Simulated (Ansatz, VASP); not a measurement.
BeBi3 in VASP and in Ansatz

Contents of INCAR:

```
SYSTEM = BeBi3
PREC = Accurate
ENCUT = 600
EDIFF = 1E-6
ISMEAR = 0
SIGMA = 0.1
LREAL = .FALSE.
LASPH = .TRUE.
NELM = 60
ALGO = Fast
ISIF = 3
LWAVE = .FALSE.
LCHARG = .FALSE.
GGA = PE
IBRION = 2
NSW = 90
EDIFFG = -0.04
```

Contents of KPOINTS:

```
Automatic mesh
0
G
  4 4 4
  0 0 0
```

File POSCAR:

```
BeBi3
1.0
    4.6042771891      0.0000000000      0.0000000000
    0.0000000000      4.6042771891      0.0000000000
    0.0000000000      0.0000000000      4.6042771891
Be Bi
1 3
Direct
    0.0000000000      0.0000000000      0.0000000000
    0.0000000000      0.5000000000      0.5000000000
    0.5000000000      0.0000000000      0.5000000000
    0.5000000000      0.5000000000      0.0000000000
```

Input for Ansatz:

```yaml
crystal:
  lattice:
    - [4.6042771891, 0.0, 0.0]
    - [0.0, 4.6042771891, 0.0]
    - [0.0, 0.0, 4.6042771891]
  atoms:
    - { symbol: Be, position: [0.0, 0.0, 0.0] }
    - { symbol: Bi, position: [0.0, 0.5, 0.5] }
    - { symbol: Bi, position: [0.5, 0.0, 0.5] }
    - { symbol: Bi, position: [0.5, 0.5, 0.0] }
basis:
  ecutwfc: 420
kpoints:
  mp_grid: { grid: [4, 4, 4] }
hamiltonian:
  xc: pbe
scf:
  occupations: { method: gaussian, width: 0.1 }
  lower_state_search: "off"
output:
  forces: true
  stress: true
  eigenvalues: true
relax:
  adjacent_minimum: "off"
  f_tol: 0.04
  max_steps: 70
  cell: { stress_tol: 0.4 }
```

Alike in both runs: task relaxation of cell and atoms; functional PBE; k mesh 4 × 4 × 4; occupations gaussian, width 0.1 eV; no spin polarisation.

|  | VASP | Ansatz |
| --- | --- | --- |
| version | VASP 6.6.1 | Ansatz 0.2.0 |
| potentials or method | VASP PAW PBE potentials, release 64 (Be, Bi_d), cutoff 600 eV | scalar-relativistic, plane waves, PAW |
| valence electrons in the cell | 47 | 47 |

|  | VASP | Ansatz | Ansatz less VASP |
| --- | --- | --- | --- |
| gap on the k mesh at the Fermi level, each at its own relaxed structure (eV) | none | none | - |
| relaxed volume (Å³/atom) | 28.08 | 28.15 | +0.065 |
| relaxed length of the cell vector where the two differ most in proportion (Å) | 4.825 | 4.829 | +0.0037 |

A gap of «none» marks a metal or a gap that the smearing closes.

Neither program's run includes spin-orbit coupling. Noted on VASP's run: the volume moved by over 15 % at a fixed basis, so the end points are rough.
